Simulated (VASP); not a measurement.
Runs of VASP 6.6.1 on Be2Cd. The structure is that of space group P6/mmm (No. 191), or close to it. The cells are those of the table. 

```tsv
task	cell	k mesh	cutoff (eV)	gap on the mesh (eV)	pressure (GPa)	relaxed volume (Å³/atom)
single point	a = 3.989, b = 3.989, c = 2.881 Å, angles 90.0, 90.0, 120.0°, 3 atoms	12 × 12 × 16	520	none	(b)	-
single point	a = 3.974, b = 3.974, c = 2.896 Å, angles 90.0, 90.0, 120.0°, 3 atoms	6 × 6 × 6	520	none	0.4	-
relaxation of cell and atoms	relaxed from a = 3.974, b = 3.974, c = 2.896 Å, angles 90.0, 90.0, 120.0°, 3 atoms	12 × 12 × 16	600	none	0.0	13.28
relaxation of cell and atoms	relaxed from a = 3.395, b = 3.395, c = 3.666 Å, angles 90.0, 90.0, 120.0°, 3 atoms	6 × 6 × 6	600	none	0.0	(a)
single point	a = 3.395, b = 3.395, c = 3.666 Å, angles 90.0, 90.0, 120.0°, 3 atoms	6 × 6 × 6	520	none	16.8	-
```

Alike in all rows: level PBE; potentials or basis VASP PAW PBE potentials, release 64 (Be, Cd); no spin polarisation; smearing gaussian 0.1 eV.

Question: Estimate the missing entries.

Answer: (a) 13.26; (b) 0.3.

Caveats: some runs use coarse meshes; a cell axis changed by over 15 % at a fixed basis, so the end point is rough (at least some runs); the stress differs along the axes, from 6 to 22 GPa (at least some runs).

A k mesh can miss the band edges, and the runs leave out spin-orbit coupling on Cd.

A gap of «none» marks levels without a gap at the run's occupations.
